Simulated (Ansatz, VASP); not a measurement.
## LiTiH6O2F6: VASP beside Ansatz

Contents of POSCAR:

```
LiTiH6O2F6
1.0
    6.1359104610      0.0000000000      0.0000000000
   -3.0679552305      5.3138543346      0.0000000000
    0.0000000000      0.0000000000      5.6151890000
Li Ti H O F
1 1 6 2 6
Direct
    0.0000000000      0.0000000000      0.5000000000
    0.0000000000      0.0000000000      0.0000000000
    0.1859310000      0.4931480000      0.2760630000
    0.5068520000      0.6927830000      0.2760630000
    0.4931480000      0.1859310000      0.7239370000
    0.3072170000      0.8140690000      0.2760630000
    0.6927830000      0.5068520000      0.7239370000
    0.8140690000      0.3072170000      0.7239370000
    0.3333333333      0.6666666667      0.3229850000
    0.6666666667      0.3333333333      0.6770150000
    0.2501020000      0.0118600000      0.2341360000
    0.9881400000      0.2382420000      0.2341360000
    0.0118600000      0.2501020000      0.7658640000
    0.7617580000      0.7498980000      0.2341360000
    0.2382420000      0.9881400000      0.7658640000
    0.7498980000      0.7617580000      0.7658640000
```

The input INCAR.step1:

```
ALGO = Normal
EDIFF = 1E-5
ENCUT = 910
GGA = PE
GGA_COMPAT = False
ISMEAR = -1
ISPIN = 2
LASPH = True
LCHARG = False
LMAXMIX = 4
LREAL = Auto
LWAVE = True
MAGMOM = 0 1 0 0 0 0 0 0 0 0 0 0 0 0 0 0
NBANDS = 56
NELM = 200
PREC = Accurate
SIGMA = 0.02
```

The input INCAR.step2:

```
ALGO = Normal
EDIFF = 1E-7
ENCUT = 910
GGA_COMPAT = False
ISIF = 2
ISMEAR = -1
ISPIN = 2
ISTART = 1
LASPH = True
LCHARG = False
LEFG = True
LMAXMIX = 4
LMIXTAU = True
LORBIT = 11
LREAL = Auto
LWAVE = False
MAGMOM = 0 1 0 0 0 0 0 0 0 0 0 0 0 0 0 0
METAGGA = R2SCAN
NBANDS = 56
NELM = 200
PREC = Accurate
SIGMA = 0.02
```

Contents of KPOINTS:

```
k-points
0
Gamma
  5 5 4
```

Input for Ansatz:

```yaml
crystal:
  lattice:
    - [6.135910461, 0.0, 0.0]
    - [-3.0679552305, 5.3138543346, 0.0]
    - [0.0, 0.0, 5.615189]
  atoms:
    - { symbol: Li, position: [0.0, 0.0, 0.5] }
    - { symbol: Ti, position: [0.0, 0.0, 0.0], spin: 1.0 }
    - { symbol: H, position: [0.185931, 0.493148, 0.276063] }
    - { symbol: H, position: [0.506852, 0.692783, 0.276063] }
    - { symbol: H, position: [0.493148, 0.185931, 0.723937] }
    - { symbol: H, position: [0.307217, 0.814069, 0.276063] }
    - { symbol: H, position: [0.692783, 0.506852, 0.723937] }
    - { symbol: H, position: [0.814069, 0.307217, 0.723937] }
    - { symbol: O, position: [0.3333333333, 0.6666666667, 0.322985] }
    - { symbol: O, position: [0.6666666667, 0.3333333333, 0.677015] }
    - { symbol: F, position: [0.250102, 0.01186, 0.234136] }
    - { symbol: F, position: [0.98814, 0.238242, 0.234136] }
    - { symbol: F, position: [0.01186, 0.250102, 0.765864] }
    - { symbol: F, position: [0.761758, 0.749898, 0.234136] }
    - { symbol: F, position: [0.238242, 0.98814, 0.765864] }
    - { symbol: F, position: [0.749898, 0.761758, 0.765864] }
magnetization:
  spin_polarized: true
kpoints:
  mp_grid: { grid: [5, 5, 4] }
scf:
  occupations: { method: fermi_dirac, width: 0.02 }
hamiltonian:
  xc: r2scan
  pseudopotentials: { kind: paw }
output:
  forces: true
  stress: true
  populations: true
  efg:
    quadrupole_moments_barn: { Li: -0.0401, Ti: 0.247, H: 0.00285783, O: -0.02558 }
    contact_densities: true
  write_density: true
  write_potential: true
  elf: true
  volumetric_format: npy
```

Alike in both runs: task electric field gradients; functional r2SCAN; k mesh 5 × 5 × 4; occupations fermi-dirac, width 0.02 eV; collinear spin.

|  | VASP | Ansatz |
| --- | --- | --- |
| version | VASP 6.6.1 | Ansatz 0.2.0 |
| potentials or method | VASP PAW PBE potentials, release 64 (Li_sv, Ti_sv, H_h, O_h, F_h) | plane-wave PAW, scalar-relativistic |
| plane-wave cutoff (eV) | 910 | 500 |
| valence electrons in the cell | 75 | 75 |

Ansatz gave:

```
rms of the force components (eV/Å)                            : 0.177
net moment per atom (μB)                                      : 0.06
size of the moment on the site where the two differ most (μB) : 0.72
size of Vzz on the site where it differs most (V/Å²)          : 166.4
```

Estimate VASP's values.

rms of the force components (eV/Å): 0.152; net moment per atom (μB): 0.06; size of the moment on the site where the two differ most (μB): 0.90; size of Vzz on the site where it differs most (V/Å²): 143.9.

VASP's potentials were made for PBE, not for r2SCAN. Site moments also hang on the region over which each program counts them. Atom by atom the forces differ by 0.034 eV/Å (rms over components). Ansatz's warnings: stability check not made.

Noted on VASP's run: the cutoff is under 1.25 times that of the potentials, so the pressure is a little rough.
